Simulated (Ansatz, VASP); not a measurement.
# Two plane-wave programs on BN

```
B N
1.0
     2.67075    0.00000    0.00000
    -1.33537    2.15498    0.00000
     0.00000    0.00000    5.78079
B N
2 2
Direct
  0.34586 0.69172 0.25000
  0.65414 0.30828 0.75000
  0.31728 0.63456 0.75000
  0.68272 0.36544 0.25000
```

Change from the starting cell: normal strain along x +0.0733, normal strain along z -0.1100.

Alike in both runs: functional LDA; k mesh 12 × 12 × 4; occupations gaussian, width 0.05 eV; no spin polarisation.

Ansatz relaxed the structure, and its values are those at the end. VASP's run is a single point on that final structure, the one shown.

```csv
,VASP,Ansatz
version,VASP 6.6.1,Ansatz 0.2.0
potentials or method,"VASP PAW LDA potentials, release 64 (B, N), cutoff 520 eV","scalar-relativistic, plane waves, PAW"
valence electrons in the cell,16,16
```

Ansatz gave:

```
gap on the k mesh at the Fermi level (eV) : 3.48
least direct gap on the mesh (eV)         : 3.58
pressure (GPa)                            : -22.9
rms of the force components (eV/Å)        : 0.001
```

Q: Which values does VASP return?

A: gap on the k mesh at the Fermi level (eV): 3.47; least direct gap on the mesh (eV): 3.58; pressure (GPa): -22.4; rms of the force components (eV/Å): 0.008.

Ansatz warns that its potentials were made for another functional, while VASP's fit it. LDA's correlation is that of Perdew and Zunger in VASP and of Perdew and Wang (1992) in Ansatz. Ansatz's warnings: stress scf threshold loose.
